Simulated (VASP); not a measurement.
# Zn6GaO8 (a cell with a defect) in VASP: further runs

The runs below take Zn6GaO8 (a cell with a defect) through single point, with LDA.

Program: VASP 6.6.1. These are calculated values, not measurements. Logs are shortened: lines on timing, memory, paths and dates and some standing lists are left out, and cuts for length are marked.

## 1. The cell of the first run

The cell holds a defect, 15 atoms: a = 6.390 Å, b = 5.534 Å, c = 5.103 Å, α = 90.00°, β = 90.00°, γ = 90.00°.

## 2. Single point, LDA, collinear spin, ferromagnetic start

Input file INCAR:

```
SYSTEM = Zn6GaO8
ALGO = Normal
EDIFF = 1E-6
ENCUT = 520
ISIF = 2
ISMEAR = -1
ISPIN = 2
LASPH = .TRUE.
LCHARG = .FALSE.
LORBIT = 11
LREAL = Auto
LWAVE = .FALSE.
MAGMOM = 1 0 0 0 0 0 0 0 0 0 0 0 0 0 0
NBANDS = 84
NELM = 150
PREC = Accurate
SIGMA = 0.02
```

Input file KPOINTS:

```
k-points
0
G
  2 2 2
  0 0 0
```

Input file POSCAR:

```
Zn6GaO8
1.0
   -3.1950000000     -5.5339020000      0.0000000000
    4.7925000000     -2.7669510000      0.0000000000
    0.0000000000      0.0000000000      5.1027000000
Ga Zn O
1 6 8
Direct
    0.5052706831      0.3299963466      0.0057904148
    0.5055736686      0.6642650856      0.4944259711
    0.2506439062      0.8295610259      0.0040790810
    0.2489637482      0.1672176209      0.4975705100
   -0.0071469233      0.3334197094      0.0047195441
   -0.0032742848      0.6636698911      0.4958917594
    0.7532354981      0.8430083596      0.0004737558
    0.4781108556      0.3454786533      0.3608361484
    0.5000115453      0.6505715368      0.8819756179
    0.2520100239      0.8358072304      0.3875952335
    0.2625256919      0.1698115138      0.8851575799
    0.0213468305      0.3450898904      0.3745507007
    0.0024096591      0.6698640345      0.8781462301
    0.7511009065      0.8030571299      0.3696413619
    0.7407985910      0.1738655718      0.9053880914
```

Potentials or basis: VASP PAW LDA potentials, release 64 (Ga_d, Zn, O).

On the command line:

```bash
> cat potpaw_LDA.64/Ga_d/POTCAR potpaw_LDA.64/Zn/POTCAR potpaw_LDA.64/O/POTCAR > POTCAR
> mpirun -np 1 vasp_std > vasp.out
```

OUTCAR:

```text
SYSTEM = Zn6GaO8
   EDIFF = 1E-6
   ENCUT = 520
   ISIF = 2
   ISMEAR = -1
   ISPIN = 2
   LASPH = .TRUE.
   LORBIT = 11
   LREAL = Auto
   NELM = 150
   PREC = Accurate

 ion  position               nearest neighbor table
   1  0.505  0.330  0.006-  15 1.81   8 1.82   9 1.88  11 1.89
   2  0.506  0.664  0.494-  14 1.86   8 1.90  10 1.96   9 1.98
   3  0.251  0.830  0.004-  13 1.93  10 1.96   9 1.98  11 1.98
   4  0.249  0.167  0.498-  12 1.87   8 1.90  10 1.92  11 1.98
   5  0.993  0.333  0.005-  12 1.90  15 1.91  13 1.97  11 2.04
   6  0.997  0.664  0.496-  14 1.86  12 1.88  13 1.95  10 1.97
   7  0.753  0.843  0.000-  15 1.90  14 1.90  13 1.96   9 2.03
   8  0.478  0.345  0.361-   1 1.82   4 1.90   2 1.90
   9  0.500  0.651  0.882-   1 1.88   3 1.98   2 1.98   7 2.03
  10  0.252  0.836  0.388-   4 1.92   2 1.96   3 1.96   6 1.97
  11  0.263  0.170  0.885-   1 1.89   4 1.98   3 1.98   5 2.04
  12  0.021  0.345  0.375-   4 1.87   6 1.88   5 1.90
  13  0.002  0.670  0.878-   3 1.93   6 1.95   7 1.96   5 1.97
  14  0.751  0.803  0.370-   2 1.86   6 1.86   7 1.90
  15  0.741  0.174  0.905-   1 1.81   7 1.90   5 1.91

  LATTYP: Found a simple orthorhombic cell.
 ALAT       =     5.1027000000
 B/A-ratio  =     1.0845047225
 C/A-ratio  =     1.2522781496

  Lattice vectors:

 A1 = (   0.0000000000,   0.0000000000,  -5.1027000000)
 A2 = (   4.7925000000,  -2.7669510000,   0.0000000000)
 A3 = (  -3.1950000000,  -5.5339020000,   0.0000000000)

Analysis of symmetry for initial positions (statically):
=====================================================================
 Subroutine PRICEL returns:
 Original cell was already a primitive cell.

 Routine SETGRP: Setting up the symmetry group for a
 simple orthorhombic supercell.

 Subroutine GETGRP returns: Found  1 space group operations
 (whereof  1 operations were pure point group operations)
 out of a pool of  8 trial point group operations.

The static configuration has the point symmetry C_1 .

Analysis of symmetry for dynamics (positions and initial velocities):
=====================================================================
 Subroutine PRICEL returns:
 Original cell was already a primitive cell.

 Routine SETGRP: Setting up the symmetry group for a
 simple orthorhombic supercell.

 Subroutine GETGRP returns: Found  1 space group operations
 (whereof  1 operations were pure point group operations)
[... 836 lines left out ...]
  band No.  band energies     occupation
      1     -17.4181      1.00000
      2     -16.8536      1.00000
      3     -16.6050      1.00000
      4     -16.4453      1.00000
      5     -16.4027      1.00000
      6     -16.2067      1.00000
[... 637 lines left out ...]
     77       9.6558      0.00000
     78       9.9668      0.00000
 [bands above 78 left out]

------------------------ aborting loop because EDIFF is reached ----------------------------------------

  FORCE on cell =-STRESS in cart. coord.  units (eV):
  Direction    XX          YY          ZZ          XY          YZ          ZX
  --------------------------------------------------------------------------------------
  -------------------------------------------------------------------------------------
  Total       -0.4377763     -0.7486887      1.2261803      0.1056226      0.0403437     -0.0074217
  in kB       -3.8871429     -6.6478235     10.8876100      0.9378541      0.3582232     -0.0658999
  external PRESSURE =       0.1175478 kB  Pullay stress =       0.0000000 kB

 VOLUME and BASIS-vectors are now :
 -----------------------------------------------------------------------------
  energy-cutoff  :      520.00
  volume of cell :      180.44
      direct lattice vectors                 reciprocal lattice vectors
    -3.195000000 -5.533902000  0.000000000    -0.078247261 -0.135528240  0.000000000
     4.792500000 -2.766951000  0.000000000     0.156494523 -0.090352160  0.000000000
     0.000000000  0.000000000  5.102700000     0.000000000  0.000000000  0.195974680

 POSITION                                       TOTAL-FORCE (eV/Angst)
 -----------------------------------------------------------------------------------
     -0.03283     -3.70920      0.02955         0.023262      0.014774     -0.039298
      1.56818     -4.63578      2.52291         0.020385      0.018301      0.044610
      3.17486     -3.68239      0.02081         0.004183     -0.011833      0.004735
      0.00595     -1.84042      2.53895        -0.037160      0.011185      0.055302
     -1.57425     -6.41691      0.02408        -0.006344     -0.016563     -0.049964
     -0.00390     -7.35212      2.53039         0.004854     -0.036029      0.027891
      1.63353     -6.50089      0.00242        -0.008985      0.013983     -0.037497
      0.12814     -3.60174      1.84124        -0.024407     -0.012336      0.091998
      1.52033     -4.56711      4.50046         0.030120     -0.020748     -0.014006
      3.20043     -3.70724      1.97778        -0.013165      0.004999      0.003012
     -0.02495     -1.92265      4.51669         0.011596      0.039233     -0.014483
      1.58564     -1.07298      1.91122        -0.009235      0.065008      0.010876
      3.20262     -1.86682      4.48092        -0.001511      0.003395     -0.011101
      1.44888     -6.37854      1.88617         0.064277     -0.039242      0.009842
     -1.53360     -4.58058      4.61992        -0.057872     -0.034126     -0.081917
 -----------------------------------------------------------------------------------
    total drift:                                0.014762     -0.004528     -0.000126

  FREE ENERGIE OF THE ION-ELECTRON SYSTEM (eV)
  ---------------------------------------------------
  free  energy   TOTEN  =       -81.3117431014 eV

  energy  without entropy=      -81.2980878866  energy(sigma->0) =      -81.30491549

 total charge

# of ion       s       p       d       tot
------------------------------------------
    1        0.751   0.881  10.276  11.908
    2        0.494   0.579   9.903  10.977
    3        0.474   0.526   9.906  10.906
    4        0.500   0.590   9.904  10.993
    5        0.477   0.535   9.900  10.912
    6        0.502   0.594   9.895  10.991
    7        0.482   0.547   9.904  10.932
    8        1.545   3.454   0.000   4.999
    9        1.538   3.463   0.000   5.001
   10        1.540   3.447   0.000   4.986
   11        1.538   3.458   0.000   4.996
   12        1.548   3.415   0.000   4.962
   13        1.536   3.456   0.000   4.992
   14        1.544   3.425   0.000   4.969
   15        1.538   3.464   0.000   5.002
--------------------------------------------------
tot         16.005  31.833  69.687 117.525

 magnetization (x)

# of ion       s       p       d       tot
------------------------------------------
    1        0.000   0.000  -0.000   0.000
    2        0.000   0.000  -0.000  -0.000
    3        0.000   0.000  -0.000   0.000
    4        0.000  -0.000  -0.000  -0.000
    5        0.000   0.000  -0.000  -0.000
    6        0.000   0.000  -0.000  -0.000
    7       -0.000  -0.000   0.000  -0.000
    8       -0.000  -0.000   0.000  -0.000
    9       -0.000   0.000   0.000   0.000
   10       -0.000  -0.000   0.000  -0.000
   11        0.000  -0.000   0.000  -0.000
   12       -0.000  -0.000   0.000  -0.000
   13        0.000  -0.000   0.000  -0.000
   14        0.000  -0.000   0.000   0.000
   15        0.000  -0.000   0.000  -0.000
--------------------------------------------------
tot          0.000  -0.000  -0.000  -0.000
```

OSZICAR:

```text
N       E                     dE             d eps       ncg     rms          rms(c)
DAV:   1     0.173214748862E+04    0.17321E+04   -0.59819E+04  2744   0.240E+03
DAV:   2     0.293460996286E+03   -0.14387E+04   -0.13408E+04  2688   0.650E+02
[... 14 lines left out ...]
DAV:  17    -0.813117947126E+02    0.41864E-04   -0.41415E-05  3384   0.561E-02    0.592E-02
DAV:  18    -0.813117468378E+02    0.47875E-04   -0.64451E-05  3872   0.950E-02    0.322E-02
DAV:  19    -0.813117417075E+02    0.51303E-05   -0.62356E-05  4072   0.905E-02    0.153E-02
DAV:  20    -0.813117442541E+02   -0.25466E-05   -0.16345E-05  3016   0.291E-02    0.112E-02
DAV:  21    -0.813117430386E+02    0.12155E-05   -0.46815E-06  2864   0.385E-02    0.271E-03
DAV:  22    -0.813117431014E+02   -0.62877E-07   -0.13634E-06  1552   0.115E-02
   1 F= -.81311743E+02 E0= -.81304915E+02  d E =-.136552E-01  mag=    -0.0002
```

stdout:

```text
POSCAR found type information on POSCAR GaZnO
 POSCAR found :  3 types and      15 ions
 scaLAPACK will be used
 LDA part: xc-table for (Slater(with rela. corr.)+CA(PZ))
 , standard interpolation
 POSCAR, INCAR and KPOINTS ok, starting setup
 FFT: planning ... GRIDC
 FFT: planning ... GRID_SOFT
 FFT: planning ... GRID
 WAVECAR not read
 entering main loop
```

It took 19 min on 1 thread of Oxide Virtual Turin-like, shared host; peak memory 0.3 GiB.

Results:

* Free energy: -81.3117 eV
* Pressure: 0.0 GPa
* Largest force: 0.106 eV/Å
* Net moment: 0.00 μB per cell
* Valence electrons inside the program's atomic spheres: Ga 11.91; Zn 10.98, 10.91, 10.99, 10.93; O 5.00, 4.99, 4.96, 4.97

Forces on the atoms (eV/Å):
```
Ga   0.023  0.015 -0.039
Zn   0.020  0.018  0.045
Zn   0.004 -0.012  0.005
Zn  -0.037  0.011  0.055
Zn  -0.006 -0.017 -0.050
Zn   0.005 -0.036  0.028
Zn  -0.009  0.014 -0.037
O   -0.024 -0.012  0.092
O    0.030 -0.021 -0.014
O   -0.013  0.005  0.003
O    0.012  0.039 -0.014
O   -0.009  0.065  0.011
O   -0.002  0.003 -0.011
O    0.064 -0.039  0.010
O   -0.058 -0.034 -0.082
```

Stress tensor (GPa, compression positive):
```
-0.39  0.09 -0.01
 0.09 -0.66  0.04
-0.01  0.04  1.09
```

Caveat: the k points lie up to 0.62 Å⁻¹ apart.

## 3. Single point, LDA, collinear spin, ferromagnetic start

Input file INCAR:

```
PREC     = Accurate       # precision mode
ENCUT    = 520            # plane-wave cutoff, eV
EDIFF    = 1E-6           # SCF threshold, eV
ISMEAR   = -1             # smearing method
SIGMA    = 0.02           # smearing width, eV
LREAL    = Auto         
LASPH    = T              # aspherical terms in the spheres
NELM     = 150            # most SCF steps
ALGO     = Normal         # electronic algorithm
ISIF     = 2              # what is computed and relaxed
LWAVE    = F              # write WAVECAR
LCHARG   = F              # write CHGCAR
ISPIN    = 2              # spin polarisation
MAGMOM   = 1 0 0 0 0 0 0 0 0 0 0 0 0 0 0 # initial moments
LORBIT   = 11             # projections on sites
NBANDS   = 84             # bands
```

Input file KPOINTS:

```
Automatic mesh
0
Gamma
  2 2 2
```

Input file POSCAR:

```
Zn6GaO8
1.0
   -3.1950000000     -5.5339020000      0.0000000000
    4.7925000000     -2.7669510000      0.0000000000
    0.0000000000      0.0000000000      5.1027000000
Ga Zn O
1 6 8
Direct
    0.7458111659      0.1694020632      0.5062667532
    0.4975523881      0.6563551407      0.5007989213
    0.2532185017      0.8356646099     -0.0037682870
    0.2582190841      0.1658420367      0.5040859848
    0.0018091248      0.3323787545     -0.0007765648
    0.0000927875      0.6700792075      0.5047472520
    0.7451209667      0.8348362336     -0.0049106802
    0.5103125030      0.3256085117      0.4053800092
    0.4991966570      0.6973302756      0.8697503078
    0.2484338677      0.8292829646      0.3781949195
    0.2286259224      0.1541083983      0.8738302684
   -0.0115304575      0.3297105725      0.3857062191
   -0.0013764302      0.6634907177      0.8876852542
    0.7507853675      0.8491083774      0.3823299312
    0.7737289611      0.1534690860      0.8610797111
```

Potentials or basis: VASP PAW LDA potentials, release 64 (Ga_d, Zn, O).

On the command line:

```bash
> cat potpaw_LDA.64/Ga_d/POTCAR potpaw_LDA.64/Zn/POTCAR potpaw_LDA.64/O/POTCAR > POTCAR
> mpirun -np 1 vasp_std > vasp.out
```

OUTCAR:

```text
PREC = Accurate
   ENCUT = 520
   EDIFF = 1E-6
   ISMEAR = -1
   LREAL = Auto
   LASPH = T
   NELM = 150
   ISIF = 2
   ISPIN = 2
   LORBIT = 11

 ion  position               nearest neighbor table
   1  0.746  0.169  0.506-   8 1.81  15 1.82  14 1.88  12 1.89
   2  0.498  0.656  0.501-   8 1.90   9 1.90  10 1.96  14 2.03
   3  0.253  0.836  0.996-   9 1.86  11 1.88  10 1.95  13 1.97
   4  0.258  0.166  0.504-  11 1.90   8 1.91  10 1.97  12 2.04
   5  0.002  0.332  0.999-  11 1.87  15 1.90  13 1.92  12 1.97
   6  0.000  0.670  0.505-  10 1.93  13 1.95  14 1.98  12 1.98
   7  0.745  0.835  0.995-   9 1.86  15 1.90  13 1.96  14 1.98
   8  0.510  0.326  0.405-   1 1.81   2 1.90   4 1.91
   9  0.499  0.697  0.870-   7 1.86   3 1.86   2 1.90
  10  0.248  0.829  0.378-   6 1.93   3 1.95   2 1.96   4 1.97
  11  0.229  0.154  0.874-   5 1.87   3 1.88   4 1.90
  12  0.988  0.330  0.386-   1 1.89   5 1.97   6 1.98   4 2.04
  13  0.999  0.663  0.888-   5 1.92   6 1.95   7 1.96   3 1.97
[... 1563 lines left out ...]
  free  energy   TOTEN  =       -81.3111106646 eV

  energy  without entropy=      -81.2971183896  energy(sigma->0) =      -81.30411453

 total charge

# of ion       s       p       d       tot
------------------------------------------
    1        0.751   0.882  10.276  11.909
    2        0.482   0.547   9.904  10.932
    3        0.503   0.596   9.895  10.993
    4        0.477   0.535   9.900  10.912
    5        0.500   0.591   9.904  10.995
    6        0.474   0.527   9.906  10.907
    7        0.494   0.579   9.903  10.977
    8        1.538   3.464   0.000   5.002
    9        1.544   3.426   0.000   4.970
   10        1.536   3.456   0.000   4.992
   11        1.548   3.414   0.000   4.962
   12        1.538   3.459   0.000   4.997
   13        1.540   3.448   0.000   4.987
   14        1.538   3.463   0.000   5.001
   15        1.545   3.454   0.000   4.999
--------------------------------------------------
tot         16.005  31.840  69.689 117.534

 magnetization (x)

# of ion       s       p       d       tot
------------------------------------------
    1        0.000   0.000  -0.000   0.000
    2       -0.000  -0.000   0.000   0.000
    3        0.000   0.000  -0.000  -0.000
    4        0.000   0.000  -0.000  -0.000
    5        0.000  -0.000  -0.000  -0.000
    6        0.000   0.000  -0.000   0.000
    7        0.000   0.000  -0.000  -0.000
    8        0.000   0.000   0.000   0.000
    9        0.000   0.000   0.000   0.000
   10        0.000   0.000   0.000   0.000
   11       -0.000  -0.000   0.000  -0.000
   12       -0.000  -0.000   0.000  -0.000
   13       -0.000  -0.000   0.000  -0.000
   14       -0.000   0.000   0.000   0.000
   15       -0.000  -0.000   0.000  -0.000
--------------------------------------------------
tot          0.000  -0.001  -0.000  -0.001
```

Run time: 16 min. Hardware: 1 thread of Oxide Virtual Turin-like, shared host; peak memory 0.3 GiB.

What came out:

```
Free energy                                           : -81.3111 eV
Pressure                                              : 0.1 GPa
Largest force                                         : 0.104 eV/Å
Net moment                                            : 0.00 μB per cell
Valence electrons inside the program's atomic spheres : Ga 11.91; Zn 10.93, 10.99, 10.91, 10.98; O 5.00, 4.97, 4.99, 4.96
```

Forces in eV/Å, atoms in the order of the input:
```
Ga  -0.004 -0.009 -0.031
Zn   0.009 -0.018 -0.035
Zn   0.004  0.005  0.011
Zn   0.009  0.016 -0.025
Zn   0.024 -0.022  0.007
Zn  -0.006  0.012 -0.007
Zn  -0.006 -0.014  0.030
O    0.049  0.028 -0.073
O   -0.083  0.031  0.010
O    0.013  0.004 -0.006
O    0.004 -0.073  0.029
O   -0.002 -0.040 -0.009
O    0.008  0.018  0.023
O   -0.053  0.028 -0.015
O    0.035  0.034  0.092
```

Caveat: the k points lie up to 0.62 Å⁻¹ apart.
